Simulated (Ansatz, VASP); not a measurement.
## One calculation of Ge, two programs

Contents of INCAR:

```
SYSTEM = Ge
PREC = Accurate
ENCUT = 520
EDIFF = 1E-6
ISMEAR = 0
SIGMA = 0.15
LREAL = .False.
LASPH = .True.
NELM = 100
ALGO = Fast
ISIF = 2
LWAVE = .False.
LCHARG = .False.
GGA = PS
NBANDS = 13
```

File KPOINTS:

```
regular mesh
0
Gamma
  28 28 26
  0 0 0
```

The input POSCAR:

```
Ge
1.0
    1.3603016240     -2.4788570173      0.0000000000
    1.3603016240      2.4788570173      0.0000000000
    0.0000000000      0.0000000000      2.7301004696
Ge
1
Direct
    0.5000000000      0.5000000000      0.0000000000
```

Input for Ansatz:

```yaml
crystal:
  lattice:
    - [1.360301624, -2.4788570173, 0.0]
    - [1.360301624, 2.4788570173, 0.0]
    - [0.0, 0.0, 2.7301004696]
  atoms:
    - { symbol: Ge, position: [0.5, 0.5, 0.0] }
basis:
  ecutwfc: 420
kpoints:
  mp_grid: { grid: [28, 28, 26] }
hamiltonian:
  xc: pbesol
scf:
  occupations: { method: gaussian, width: 0.15 }
output:
  forces: true
  stress: true
  eigenvalues: true
  write_density: true
  write_potential: true
  elf: true
  volumetric_format: npy
```

Alike in both runs: task single point; functional PBEsol; k mesh 28 × 28 × 26; occupations gaussian, width 0.15 eV; no spin polarisation.

|  | VASP | Ansatz |
| --- | --- | --- |
| version | VASP 6.6.1 | Ansatz 0.2.0 |
| potentials or method | VASP PAW PBE potentials, release 64 (Ge_d), cutoff 520 eV | scalar-relativistic, plane waves, PAW |
| valence electrons in the cell | 14 | 14 |

```tsv
	VASP	Ansatz	Ansatz less VASP
gap on the k mesh at the Fermi level (eV)	none	none	-
pressure (GPa)	0.7	0.4	-0.30
traceless stress, the component that is largest in VASP (GPa)	-5.63	-5.61	+0.015
```

VASP's potentials were made for PBE, not for PBEsol. A gap of «none» marks a metal or a gap that the smearing closes.
